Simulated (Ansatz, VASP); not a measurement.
## RuRh2: VASP beside Ansatz

```xyz
6
Lattice="3.8559 0.0000 0.0000 0.0000 3.8559 0.0000 0.0000 0.0000 5.5510" Properties=species:S:1:pos:R:3 pbc="T T T"
Ru    0.0000    0.0000    0.0000
Ru    1.9279    1.9279    2.7755
Rh    0.0000    1.9279    1.1269
Rh    0.0000    1.9279    3.9023
Rh    1.9279    0.0000    1.6486
Rh    1.9279    0.0000    4.4241
```

Alike in both runs: task relaxation of cell and atoms; functional PBE; k mesh 4 × 4 × 4; occupations gaussian, width 0.1 eV; no spin polarisation.

```csv
,VASP,Ansatz
version,VASP 6.6.1,Ansatz 0.2.0
potentials or method,"VASP PAW PBE potentials, release 64 (Ru_pv, Rh_pv), cutoff 600 eV","scalar-relativistic, plane waves, PAW"
valence electrons in the cell,88,100
```

|  | VASP | Ansatz | Ansatz less VASP |
| --- | --- | --- | --- |
| gap on the k mesh at the Fermi level, each at its own relaxed structure (eV) | none | none | - |
| relaxed volume (Å³/atom) | 16.68 | 16.60 | -0.087 |
| relaxed cell length with the largest relative difference (Å) | 5.662 | 6.743 | +1.0816 |

A gap of «none» marks a metal or a gap that the smearing closes. One of these differences is far larger than is usual between the two programs; its cause wasn't traced. VASP's potentials hold 88 valence electrons a cell and Ansatz's 100, so a difference there can come from the potentials and not from the codes.

The k mesh is coarse, so the values compare programs but aren't converged. Noted on VASP's run: the volume moved by over 15 % at a fixed basis, so the end points are rough.
